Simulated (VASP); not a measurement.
Here is a VASP 6.6.1 calculation.

File INCAR:

```
  PREC = Accurate
  ENCUT = 520
  EDIFF = 1E-6
  ISMEAR = 0
  SIGMA = 0.1
  LREAL = False
  LASPH = True
  NELM = 80
  ALGO = Fast
  ISIF = 2
  LWAVE = False
  LCHARG = False
  GGA = CA
  NBANDS = 14
```

The input KPOINTS:

```
regular mesh
0
Gamma
  12 12 10
```

Contents of POSCAR:

```
TiAl
1.0
    2.7675528099      0.0000000000      0.0000000000
    0.0000000000      2.7675528099      0.0000000000
    0.0000000000      0.0000000000      3.9932926264
Ti Al
1 1
Direct
    0.5000000000      0.5000000000      0.5000000000
    0.0000000000      0.0000000000      0.0000000000
```

Potentials or basis: VASP PAW LDA potentials, release 64 (Ti_sv, Al).

Launch:

```console
$ cat potpaw_LDA.64/Ti_sv/POTCAR potpaw_LDA.64/Al/POTCAR > POTCAR
$ mpirun -np 1 vasp_std > vasp.out
```

Task: Predict the band gap on the k mesh.

Result: Zero (an odd number of electrons rules out a gap without spin polarisation).

Task: Estimate the pressure.

Result: 0.1 GPa.
